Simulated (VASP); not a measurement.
# Zr2SiC2 (P-3m1) in VASP: notebook

Zr2SiC2 is run at these levels: PBE; tasks: single point.

Program: VASP 6.6.1. These are calculated values, not measurements. Logs are shortened: lines on timing, memory, paths and dates and some standing lists are left out, and cuts for length are marked.

### 1 The cell of the first run

The structure is trigonal, space group P-3m1 (No. 164). The conventional cell has a = 3.790 Å, b = 3.790 Å, c = 6.676 Å, α = 90.00°, β = 90.00°, γ = 120.00°. Zr (site symmetry 3m) has 3 C at 2.21 Å and 3 Si at 2.75 Å within 2.9 Å. Si (site symmetry -3m) has 2 C at 1.98 Å within 2.6 Å. C (site symmetry 3m) has 1 Si at 1.98 Å and 3 Zr at 2.21 Å within 2.6 Å.

The cell was generated, and may not be a known phase.

### 2 Single point, PBE

INCAR reads:

```
PREC = Accurate
ENCUT = 520
EDIFF = 1E-6
ISMEAR = 0
SIGMA = 0.1
LREAL = False
LASPH = True
NELM = 80
ALGO = Normal
ISIF = 2
LWAVE = False
LCHARG = True
GGA = PE
LELF = True
LVHAR = True
NBANDS = 26
```

KPOINTS reads:

```
regular mesh
0
Gamma
  12 12 6
```

POSCAR reads:

```
Zr2SiC2
1.0
    3.7900613330      0.0000000000      0.0000000000
   -1.8950306665      3.2822893963      0.0000000000
    0.0000000000      0.0000000000      6.6755185515
Zr Si C
2 1 2
Direct
    0.3333333333      0.6666666667      0.2513881080
    0.6666666667      0.3333333333      0.7486118920
    0.0000000000      0.0000000000      0.5000000000
    0.0000000000      0.0000000000      0.7971166467
    0.0000000000      0.0000000000      0.2028833533
```

Potentials or basis: VASP PAW PBE potentials, release 64 (Zr_sv, Si, C).

Command:

```console
$ cat potpaw_PBE.64/Zr_sv/POTCAR potpaw_PBE.64/Si/POTCAR potpaw_PBE.64/C/POTCAR > POTCAR
$ mpirun -np 1 vasp_std > vasp.out
```

OUTCAR:

```text
PREC = Accurate
   ENCUT = 520
   EDIFF = 1E-6
   ISMEAR = 0
   LREAL = False
   LASPH = True
   NELM = 80
   ISIF = 2
   GGA = PE

 ion  position               nearest neighbor table
   1  0.333  0.667  0.251-   5 2.21   5 2.21   5 2.21   3 2.75   3 2.75   3 2.75
   2  0.667  0.333  0.749-   4 2.21   4 2.21   4 2.21   3 2.75   3 2.75   3 2.75
   3  0.000  0.000  0.500-   4 1.98   5 1.98   1 2.75   2 2.75   2 2.75   1 2.75   2 2.75   1 2.75

   4  0.000  0.000  0.797-   3 1.98   2 2.21   2 2.21   2 2.21
   5  0.000  0.000  0.203-   3 1.98   1 2.21   1 2.21   1 2.21

  LATTYP: Found a hexagonal cell.
 ALAT       =     3.7900613330
 C/A-ratio  =     1.7613220381

  Lattice vectors:

 A1 = (   3.7900613330,   0.0000000000,   0.0000000000)
 A2 = (  -1.8950306665,   3.2822893963,   0.0000000000)
 A3 = (   0.0000000000,   0.0000000000,   6.6755185515)

Analysis of symmetry for initial positions (statically):
=====================================================================
 Subroutine PRICEL returns:
 Original cell was already a primitive cell.

 Routine SETGRP: Setting up the symmetry group for a
 hexagonal supercell.

 Subroutine GETGRP returns: Found 12 space group operations
 (whereof 12 operations were pure point group operations)
 out of a pool of 24 trial point group operations.

The static configuration has the point symmetry D_3d.

Analysis of symmetry for dynamics (positions and initial velocities):
=====================================================================
 Subroutine PRICEL returns:
 Original cell was already a primitive cell.

 Routine SETGRP: Setting up the symmetry group for a
 hexagonal supercell.

 Subroutine GETGRP returns: Found 12 space group operations
 (whereof 12 operations were pure point group operations)
 out of a pool of 24 trial point group operations.

The dynamic configuration has the point symmetry D_3d.

 Subroutine INISYM returns: Found 12 space group operations
 (whereof 12 operations are pure point group operations),
 and found     1 'primitive' translations

----------------------------------------------------------------------------------------

                                     Primitive cell

  volume of cell :      83.0440

  direct lattice vectors                    reciprocal lattice vectors
     3.790061333  0.000000000  0.000000000     0.263847973  0.152332698  0.000000000
    -1.895030667  3.282289396  0.000000000     0.000000000  0.304665396  0.000000000
     0.000000000  0.000000000  6.675518551     0.000000000  0.000000000  0.149801097

  length of vectors
     3.790061333  3.790061333  6.675518551     0.304665396  0.304665396  0.149801097

  position of ions in fractional coordinates (direct lattice)
     0.333333333  0.666666667  0.251388108
     0.666666667  0.333333333  0.748611892
     0.000000000  0.000000000  0.500000000
     0.000000000  0.000000000  0.797116647
     0.000000000  0.000000000  0.202883353

  ion indices of the primitive-cell ions
   primitive index   ion index
                 1           1
                 2           2
                 3           3
                 4           4
                 5           5

----------------------------------------------------------------------------------------

 KPOINTS: regular mesh

Automatic generation of k-mesh.
 Grid dimensions read from file:
 generate k-points for:   12   12    6

 Generating k-lattice:

  Cartesian coordinates                     Fractional coordinates (reciprocal lattice)
     0.021987331  0.012694392  0.000000000     0.083333333  0.000000000  0.000000000
     0.000000000  0.025388783  0.000000000     0.000000000  0.083333333  0.000000000
     0.000000000  0.000000000  0.024966849     0.000000000  0.000000000  0.166666667

  Length of vectors
     0.025388783  0.025388783  0.024966849

  Shift w.r.t. Gamma in fractional coordinates (k-lattice)
     0.000000000  0.000000000  0.000000000

 Subroutine IBZKPT returns following result:
 ===========================================

 Found    100 irreducible k-points:

 Following reciprocal coordinates:
            Coordinates               Weight
  0.000000  0.000000  0.000000      1.000000
  0.083333  0.000000  0.000000      6.000000
  0.166667  0.000000  0.000000      6.000000
  0.250000  0.000000  0.000000      6.000000
  0.333333  0.000000  0.000000      6.000000
  0.416667  0.000000  0.000000      6.000000
[... 16 lines left out ...]
  0.166667  0.000000  0.166667      6.000000
  0.000000  0.166667  0.166667      6.000000
 [... further k-points ...]
   k-points           NKPTS =    100   k-points in BZ     NKDIM =    100   number of bands    NBANDS=     26
   number of dos      NEDOS =    301   number of ions     NIONS =      5
   total plane-waves  NPLWV =  39200
   dimension x,y,z NGX =    28 NGY =   28 NGZ =   50
   dimension x,y,z NGXF=    56 NGYF=   56 NGZF=  100
   ions per type =               2   1   2
   NGX,Y,Z   is equivalent  to a cutoff of  12.28, 12.28, 12.45 a.u.
   NGXF,Y,Z  is equivalent  to a cutoff of  24.56, 24.56, 24.90 a.u.
 SYSTEM =  unknown system
   PREC   = accura    normal or accurate (medium, high low for compatibility)
   ISTART =      0    job   : 0-new  1-cont  2-samecut
   ICHARG =      2    charge: 1-file 2-atom 10-const
   ISPIN  =      1    spin polarized calculation?
   LNONCOLLINEAR =      F non collinear calculations
   LSORBIT =      F    spin-orbit coupling
   LASPH  =      T    aspherical Exc in radial PAW
   ENCUT  =  520.0 eV  38.22 Ry    6.18 a.u.   7.05  7.05 12.41*2*pi/ulx,y,z
   NELM   =     80;   NELMIN=  2; NELMDL= -5     # of ELM steps
   EDIFF  = 0.1E-05   stopping-criterion for ELM
   LREAL  =      F    real-space projection
   EDIFFG = 0.1E-04   stopping-criterion for IOM
   NSW    =      0    number of steps for IOM
   IBRION =     -1    ionic relax: 0-MD 1-quasi-New 2-CG
   NFREE  =      0    steps in history (QN), initial steepest desc. (CG)
   ISIF   =      2    stress and relaxation
   ISYM   =      2    0-nonsym 1-usesym 2-fastsym
   POTIM  = 0.5000    time-step for ionic-motion
   TEBEG  =    0.0;   TEEND  =   0.0 temperature during run
   PSTRESS=    0.0 pullay stress
   NELECT =      36.0000    total number of electrons
   NUPDOWN=      -1.0000    fix difference up-down
   EMIN   =  10.00;   EMAX   =-10.00  energy-range for DOS
   EFERMI =   0.00;   METHOD = LEGACY
   ISMEAR =     0;   SIGMA  =   0.10  broadening in eV -4-tet -1-fermi 0-gaus
   EFERMI_NEDOS =   21; number of points for ismear=-14 and -15
   IALGO  =     38    algorithm
   IMIX   =      4    mixing-type and parameters
     AMIX     =   0.40;   BMIX     =  1.00
     AMIX_MAG =   1.60;   BMIX_MAG =  1.00
  volume/ion in A,a.u.               =      16.61       112.08
  Fermi-wavevector in a.u.,A,eV,Ry     =   1.239005  2.341379 20.886748  1.535133
  Thomas-Fermi vector in A             =   2.373506
   LORBIT       =      0    0 simple, 1 ext, 2 COOP (PROOUT), +10 PAW based schemes
   GGA     = PE    functional components
   LHFCALC =     F    Hartree Fock is set to
   AEXX    =    0.0000 exact exchange contribution
   IVDW    =     0    specifies the selected vdW correction
   LEPSILON=     F    determine dielectric tensor
   LRPA    =     F    only Hartree local field effects (RPA)
 non-spin polarized calculation
 Gauss-broadening in eV      SIGMA  =   0.10
  energy-cutoff  :      520.00
  volume of cell :       83.04
 maximum number of plane-waves:      2275
   NGX = 15   NGY = 15   NGZ = 25

 number of electron      35.9999999 magnetization

 Free energy of the ion-electron system (eV)
  ---------------------------------------------------
  ext. energy  EPLUGINS =         0.00000000
  ---------------------------------------------------
  free energy    TOTEN  =       -40.11341124 eV

  energy without entropy =      -40.10613656  energy(sigma->0) =      -40.10977390

 E-fermi :   7.2751     XC(G=0): -10.5686

 val. band max:        7.2547916645   @ k =  -0.0833   0.2500   0.1667
 cond. band min:       7.3006915446   @ k =   0.1667   0.0000   0.1667
 fundamental gap:      0.0458998801
 Fermi energy:         7.2751273964

 k-point     1 :       0.0000    0.0000    0.0000
  band No.  band energies     occupation
      1     -41.3814      2.00000
      2     -41.3730      2.00000
      3     -19.6105      2.00000
      4     -19.4780      2.00000
      5     -19.3914      2.00000
      6     -19.3914      2.00000
[... 18 lines left out ...]
     25      12.8969      0.00000
     26      13.0535      0.00000

 k-point     2 :       0.0833    0.0000    0.0000
  band No.  band energies     occupation
      1     -41.3803      2.00000
      2     -41.3722      2.00000
      3     -19.6064      2.00000
      4     -19.4781      2.00000
      5     -19.4082      2.00000
      6     -19.3960      2.00000
[... 18 lines left out ...]
     25      12.8259      0.00000
     26      13.0128      0.00000

 k-point     3 :       0.1667    0.0000    0.0000
  band No.  band energies     occupation
      1     -41.3773      2.00000
      2     -41.3700      2.00000
      3     -19.5951      2.00000
      4     -19.4789      2.00000
      5     -19.4542      2.00000
      6     -19.4412      2.00000
[... 18 lines left out ...]
     25      12.3792      0.00000
     26      12.7689      0.00000

 k-point     4 :       0.2500    0.0000    0.0000
  band No.  band energies     occupation
      1     -41.3732      2.00000
      2     -41.3670      2.00000
      3     -19.5790      2.00000
      4     -19.5177      2.00000
      5     -19.5006      2.00000
      6     -19.4807      2.00000
[... 18 lines left out ...]
     25      11.9589      0.00000
     26      12.3068      0.00000
[... 496 lines left out ...]
      1     -41.3798      2.00000
      2     -41.3727      2.00000
      3     -19.5985      2.00000
      4     -19.4867      2.00000
      5     -19.4072      2.00000
      6     -19.3966      2.00000
[... 18 lines left out ...]
     25      12.7138      0.00000
     26      12.8056      0.00000

 k-point    23 :       0.1667    0.0000    0.1667
  band No.  band energies     occupation
      1     -41.3769      2.00000
      2     -41.3704      2.00000
      3     -19.5886      2.00000
      4     -19.4878      2.00000
      5     -19.4528      2.00000
      6     -19.4405      2.00000
[... 18 lines left out ...]
     25      12.2585      0.00000
     26      13.0580      0.00000

 k-point    24 :       0.0000    0.1667    0.1667
  band No.  band energies     occupation
      1     -41.3769      2.00000
      2     -41.3704      2.00000
      3     -19.5883      2.00000
      4     -19.4885      2.00000
      5     -19.4524      2.00000
      6     -19.4405      2.00000
[... 18 lines left out ...]
     25      12.5473      0.00000
     26      12.6406      0.00000

 [... further k-points ...]

------------------------ aborting loop because EDIFF is reached ----------------------------------------

  FORCE on cell =-STRESS in cart. coord.  units (eV):
  Direction    XX          YY          ZZ          XY          YZ          ZX
  --------------------------------------------------------------------------------------
  -------------------------------------------------------------------------------------
  Total        0.0981756      0.0981756      0.0458831      0.0000000     -0.0000000      0.0000000
  in kB        1.8941141      1.8941141      0.8852291      0.0000000     -0.0000000      0.0000000
  external PRESSURE =       1.5578191 kB  Pullay stress =       0.0000000 kB

 VOLUME and BASIS-vectors are now :
 -----------------------------------------------------------------------------
  energy-cutoff  :      520.00
  volume of cell :       83.04
      direct lattice vectors                 reciprocal lattice vectors
     3.790061333  0.000000000  0.000000000     0.263847973  0.152332698  0.000000000
    -1.895030667  3.282289396  0.000000000     0.000000000  0.304665396  0.000000000
     0.000000000  0.000000000  6.675518551     0.000000000  0.000000000  0.149801097

 POSITION                                       TOTAL-FORCE (eV/Angst)
 -----------------------------------------------------------------------------------
     -0.00000      2.18819      1.67815         0.000000     -0.000000      0.000722
      1.89503      1.09410      4.99737        -0.000000      0.000000     -0.000722
      0.00000      0.00000      3.33776         0.000000      0.000000      0.000000
      0.00000      0.00000      5.32117         0.000000      0.000000      0.015274
      0.00000      0.00000      1.35435         0.000000      0.000000     -0.015274
 -----------------------------------------------------------------------------------
    total drift:                               -0.000000      0.000000      0.000000

  FREE ENERGIE OF THE ION-ELECTRON SYSTEM (eV)
  ---------------------------------------------------
  free  energy   TOTEN  =       -40.1134112443 eV

  energy  without entropy=      -40.1061365584  energy(sigma->0) =      -40.10977390
```

It took 3.7 min on 1 thread of Intel Xeon Platinum 8259CL at 2.50GHz (Skylake/Cascade Lake), shared host; peak memory 0.32 GiB.

Results:

| Quantity | Value |
| --- | --- |
| Free energy | -40.1134 eV |
| Pressure | 0.2 GPa |
| Largest force | 0.015 eV/Å |
| Band gap on the k mesh | zero (bands 18 and 19 overlap by 1.26 eV) |

Forces in eV/Å, atoms in the order of the input:
```
Zr   0.000  0.000  0.001
Zr   0.000  0.000 -0.001
Si   0.000  0.000  0.000
C    0.000  0.000  0.015
C    0.000  0.000 -0.015
```

Levels at points of the mesh, in eV from the Fermi level:
```
           k point  band 16  band 17  band 18  band 19  band 20  band 21
(0.00, 0.00, 0.00)    -2.61    -1.13     0.75     0.75     1.19     1.19
(0.50, 0.00, 0.00)    -1.06    -0.98    -0.95    -0.19     1.30     2.17
(0.00, 0.00, 0.50)    -3.32     0.39     0.88     0.88     1.49     1.49
(0.50, 0.00, 0.50)    -1.50    -1.12    -0.37     0.52     1.46     1.71
```

### 3 Single point, PBE, collinear spin

This run uses another cell than the first one, of 16.48 Å³/atom.

INCAR reads:

```
SYSTEM = Zr2SiC2
ALGO = Normal
EDIFF = 1E-6
ENCUT = 520
GGA = PE
ISIF = 2
ISMEAR = 0
ISPIN = 2
LASPH = .True.
LCHARG = .True.
LELF = .True.
LMAXMIX = 4
LORBIT = 11
LREAL = .False.
LVHAR = .True.
LWAVE = .False.
MAGMOM = 1 1 0 0 0
NBANDS = 30
NELM = 150
PREC = Accurate
SIGMA = 0.1
```

KPOINTS reads:

```
k-points
0
Gamma
  6 6 4
  0 0 0
```

POSCAR reads:

```
Zr2SiC2
1.0
    3.7922496294      0.0000000000      0.0000000000
   -1.8961248147      3.2841845166      0.0000000000
    0.0000000000      0.0000000000      6.6149763196
Zr Si C
2 1 2
Direct
    0.3333333333      0.6666666667      0.2493983427
    0.6666666667      0.3333333333      0.7506016573
    0.0000000000      0.0000000000      0.5000000000
    0.0000000000      0.0000000000      0.7999843071
    0.0000000000      0.0000000000      0.2000156929
```

Potentials or basis: VASP PAW PBE potentials, release 64 (Zr_sv, Si, C).

Command:

```console
$ cat potpaw_PBE.64/Zr_sv/POTCAR potpaw_PBE.64/Si/POTCAR potpaw_PBE.64/C/POTCAR > POTCAR
$ mpirun -np 1 vasp_std > vasp.out
```

It took 1.9 min on 1 thread of Intel Xeon Platinum 8259CL at 2.50GHz (Skylake/Cascade Lake), shared host; peak memory 0.27 GiB.

Results (log left out):

```yaml
Free_energy: -40.1218 eV
Pressure: 0.2 GPa
Largest_force: 0.039 eV/Å
Band_gap_on_the_k_mesh: zero (filled and empty bands overlap)
Net_moment: 0.00 μB per cell
Valence_electrons_inside_the_program's_atomic_spheres: Zr 9.87; Si 1.71; C 2.36
```

Forces on the atoms (eV/Å):
```
Zr   0.000  0.000  0.009
Zr   0.000  0.000 -0.009
Si   0.000  0.000  0.000
C    0.000  0.000  0.039
C    0.000  0.000 -0.039
```

Stress tensor (GPa, compression positive):
```
0.03 0.00 0.00
0.00 0.03 0.00
0.00 0.00 0.45
```

Levels at points of the mesh, in eV from the Fermi level:
Spin up:
| k point | band 16 | band 17 | band 18 | band 19 | band 20 | band 21 |
| --- | --- | --- | --- | --- | --- | --- |
| (0.00, 0.00, 0.00) | -2.69 | -1.07 | 0.67 | 0.67 | 1.10 | 1.10 |
| (0.50, 0.00, 0.00) | -1.17 | -1.03 | -0.98 | -0.26 | 1.23 | 2.14 |
| (0.00, 0.00, 0.50) | -3.41 | 0.45 | 0.82 | 0.82 | 1.43 | 1.43 |
| (0.50, 0.00, 0.50) | -1.61 | -1.19 | -0.41 | 0.49 | 1.37 | 1.64 |
Spin down:
| k point | band 15 | band 16 | band 17 | band 18 | band 19 | band 20 | band 21 | band 22 |
| --- | --- | --- | --- | --- | --- | --- | --- | --- |
| (0.00, 0.00, 0.00) | -3.09 | -2.69 | -1.07 | 0.67 | 0.67 | 1.10 | 1.10 | 2.48 |
| (0.50, 0.00, 0.00) | -2.06 | -1.17 | -1.03 | -0.98 | -0.26 | 1.23 | 2.14 | 2.33 |
| (0.00, 0.00, 0.50) | -3.41 | -3.41 | 0.45 | 0.82 | 0.82 | 1.43 | 1.43 | 1.64 |
| (0.50, 0.00, 0.50) | -1.96 | -1.61 | -1.19 | -0.41 | 0.49 | 1.37 | 1.64 | 2.04 |

The gap in the log of VASP goes by the Fermi energy; the results here count the filled bands.